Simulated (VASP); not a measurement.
TePb:

```
Te Pb
1.0
     0.00000    3.26786    3.26786
     3.26786    0.00000    3.26786
     3.26786    3.26786    0.00000
Te Pb
1 1
Direct
  0.50000 0.50000 0.50000
  0.00000 0.00000 0.00000
```

Base run:

| Quantity | Value |
| --- | --- |
| Program | VASP 6.6.1 |
| Functional | PBE0 |
| Potentials or basis | VASP PAW PBE potentials, release 64 (Te, Pb_d) |
| Cutoff | 520 eV |
| k mesh | 4 × 4 × 4 |
| Occupations | gaussian, width 0.01 eV |
| Spin | no spin polarisation |

Its results: band gap on the k mesh 1.81 eV; pressure -0.6 GPa.

Q: The run is repeated on the same cell with these changes: functional from PBE0 to HSE06; further incar settings from ALGO = Normal; EDIFF = 1e-06; NBANDS = 17 to ALGO = Normal; EDIFF = 1e-07; NBANDS = 17. What comes out?

A: Band gap on the k mesh 1.17 eV; pressure -0.5 GPa.

Caveats: the PAW data sets were made with another functional, which shifts forces and pressure a little; spin-orbit coupling is left out, which moves the levels of the heavy elements.

A k mesh can miss the band edges.
